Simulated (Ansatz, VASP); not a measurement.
## WS2: VASP beside Ansatz

The input INCAR:

```
SYSTEM = WS2
PREC     = Accurate       ! precision mode
ENCUT    = 520            ! plane-wave cutoff, eV
EDIFF    = 1E-6           ! SCF threshold, eV
ISMEAR   = 0              ! smearing method
SIGMA    = 0.05           ! smearing width, eV
LREAL    = .FALSE.        ! projectors in reciprocal space
LASPH    = .TRUE.         ! aspherical terms in the spheres
NELM     = 60             ! most SCF steps
ALGO     = Normal         ! electronic algorithm
ISIF     = 2              ! what is computed and relaxed
LWAVE    = .FALSE.        ! write WAVECAR
LCHARG   = .FALSE.        ! write CHGCAR
GGA      = PS             ! functional
NBANDS   = 35             ! bands
```

KPOINTS

```
regular mesh
0
G
  12 12 4
  0 0 0
```

File POSCAR:

```
WS2
1.0
    3.1799996605      0.0000000000      0.0000000000
   -1.5899998303      2.7539604900      0.0000000000
    0.0000000000      0.0000000000     12.5000000000
W S
2 4
Direct
    0.3333333333      0.6666666667      0.2500000000
    0.6666666667      0.3333333333      0.7500000000
    0.5220125988      0.8553459321      0.6200000000
    0.6666666667      0.3333333333      0.1200000000
    0.3333333333      0.6666666667      0.8800000000
    0.6666666667      0.3333333333      0.3800000000
```

Input for Ansatz:

```yaml
crystal:
  lattice:
    - [3.1799996605, 0.0, 0.0]
    - [-1.5899998303, 2.75396049, 0.0]
    - [0.0, 0.0, 12.5]
  atoms:
    - { symbol: W, position: [0.3333333333, 0.6666666667, 0.25] }
    - { symbol: W, position: [0.6666666667, 0.3333333333, 0.75] }
    - { symbol: S, position: [0.5220125988, 0.8553459321, 0.62] }
    - { symbol: S, position: [0.6666666667, 0.3333333333, 0.12] }
    - { symbol: S, position: [0.3333333333, 0.6666666667, 0.88] }
    - { symbol: S, position: [0.6666666667, 0.3333333333, 0.38] }
basis:
  ecutwfc: 420
kpoints:
  mp_grid: { grid: [12, 12, 4] }
hamiltonian:
  xc: pbesol
scf:
  occupations: { method: gaussian, width: 0.05 }
output:
  forces: true
  stress: true
  eigenvalues: true
```

Alike in both runs: task single point; functional PBEsol; k mesh 12 × 12 × 4; occupations gaussian, width 0.05 eV; no spin polarisation.

```csv
,VASP,Ansatz
version,VASP 6.6.1,Ansatz 0.2.0
potentials or method,"VASP PAW PBE potentials, release 64 (W_sv, S), cutoff 520 eV","scalar-relativistic, plane waves, PAW"
valence electrons in the cell,52,52
```

```tsv
	VASP	Ansatz	Ansatz less VASP
gap on the k mesh at the Fermi level (eV)	0.34	0.34	-0.002
least direct gap on the mesh (eV)	0.35	0.35	-0.002
pressure (GPa)	-3.5	-3.6	-0.08
traceless stress, the component that is largest in VASP (GPa)	11.21	11.20	-0.007
rms of the force components (eV/Å)	1.939	1.941	+0.0017
```

VASP's potentials were made for PBE, not for PBEsol. Atom by atom the forces differ by 0.008 eV/Å (rms over components). The functional is the same, so the differences come from potentials, cutoffs and numerics.

Spin-orbit coupling is off throughout.
